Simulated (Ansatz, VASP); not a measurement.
**Cd: VASP beside Ansatz**

```xyz
2
Lattice="2.9689 0.0000 0.0000 -1.4845 2.5712 0.0000 0.0000 0.0000 5.5989" Properties=species:S:1:pos:R:3 pbc="T T T"
Cd    0.0000    1.7141    1.3997
Cd    1.4845    0.8571    4.1991
```

Change from the starting cell: volume scaled by 0.99, crystal datasets.

Alike in both runs: task electric field gradients; functional PBEsol; k mesh 16 × 16 × 7; occupations fermi-dirac, width 0.05 eV; no spin polarisation.

|  | VASP | Ansatz |
| --- | --- | --- |
| version | VASP 6.6.1 | Ansatz 0.2.0 |
| potentials or method | VASP PAW PBE potentials, release 64 (Cd), cutoff 520 eV | all-electron PAW with datasets made for the crystal, scalar-relativistic |

|  | VASP | Ansatz | Ansatz less VASP |
| --- | --- | --- | --- |
| pressure (GPa) | -0.7 | -1.0 | -0.36 |
| traceless stress, the component that is largest in VASP (GPa) | -0.32 | -0.16 | +0.159 |
| size of Vzz on the site where it differs most (V/Å²) | 81.0 | 75.7 | -5.32 |

VASP's potentials were made for PBE, not for PBEsol. Ansatz ran all-electron here, and VASP with PAW potentials.
